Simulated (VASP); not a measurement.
Zn:

```
Zn
1.0
     2.61405   -1.72769    0.00000
     2.61405    1.72769    0.00000
     0.00000    0.00000    7.04767
Zn
4
Direct
  0.85000 0.15000 0.11700
  0.65000 0.35000 0.61700
  0.15000 0.85000 0.88300
  0.35000 0.65000 0.38300
```

* Program: VASP 6.6.1
* Task: relaxation of cell and atoms
* Functional: r2SCAN
* Potentials or basis: VASP PAW PBE potentials, release 64 (Zn)
* Cutoff: 550 eV
* k mesh: 6 × 6 × 4
* Occupations: gaussian, width 0.1 eV
* Spin: no spin polarisation

At the start: pressure 18.7 GPa; volume 15.91 Å³/atom.

**Question.** How do energy, volume and symmetry change on relaxing?

**Answer.** Over 31 steps the energy falls by 749.4 meV/atom and the volume is 14.46 Å³/atom (-9.1 %); space group Cmce (No. 64, to 0.1 Å) before, Im-3m (No. 229, to 0.1 Å).

Step by step:
```
step  energy change (eV)  largest force (eV/Å)  pressure (GPa)  volume (Å³)
   1              0.0000                6.4066           18.71        63.66
   2             -1.4859                0.7680           -6.19        81.43
   3             -2.1358                0.3465           -3.79        71.93
   4             -2.1399                0.3303           -3.58        71.69
   5             -2.1435                0.3088           -3.12        71.19
   6             -2.1432                0.3119           -3.28        71.34
   7             -2.2671                0.3617           -2.29        68.31
   8             -2.6113                0.6593            2.37        59.44
   9             -0.8176                1.0305           58.12        42.91
  10             -2.6554                0.6789            5.23        57.31
  11             -2.6610                0.7108            7.45        55.88
  12             -2.7185                0.6471            7.21        55.49
  13             -2.8154                0.3931            8.10        54.22
  14             -2.8129                0.3202            9.23        53.64
  15             -2.8968                0.2357            5.44        55.35
  16             -2.9526                0.1267            0.23        58.27
  17             -2.9529                0.1202           -0.26        58.60
  18             -2.9528                0.1184           -0.42        58.70
  19             -2.9555                0.1168           -0.40        58.68
  20             -2.9627                0.1117           -0.37        58.61
  21             -2.9695                0.1080           -0.33        58.47
  22             -2.9744                0.1047            0.00        58.20
  23             -2.9820                0.0939            0.99        57.42
  24             -2.9859                0.0816            0.70        57.57
  25             -2.9929                0.0505           -0.11        58.02
  26             -2.9889                0.0567           -1.42        58.92
  27             -2.9947                0.0437           -0.55        58.33
  28             -2.9945                0.0377           -0.77        58.44
  29             -2.9964                0.0338           -0.38        58.13
  30             -2.9965                0.0352           -0.36        58.10
  31             -2.9978                0.0247           -0.05        57.85
```

Final structure:
```cif
data_structure
_symmetry_space_group_name_H-M 'P 1'
_symmetry_Int_Tables_number 1
_cell_length_a 2.6549
_cell_length_b 2.6549
_cell_length_c 8.7367
_cell_angle_alpha 90.000
_cell_angle_beta 90.000
_cell_angle_gamma 69.954
_cell_volume 57.85
loop_
_atom_site_label
_atom_site_type_symbol
_atom_site_fract_x
_atom_site_fract_y
_atom_site_fract_z
_atom_site_occupancy
Zn1 Zn 0.74950 0.25050 0.12464 1
Zn2 Zn 0.75050 0.24950 0.62464 1
Zn3 Zn 0.25050 0.74950 0.87536 1
Zn4 Zn 0.24950 0.75050 0.37536 1
```

Caveat: the k points lie up to 0.42 Å⁻¹ apart in the final cell, too coarse for converged energies and pressures of a metal; a cell axis changed by over 15 % at a fixed basis, so the end point is rough; the PAW data sets were made with another functional, which shifts forces and pressure a little.
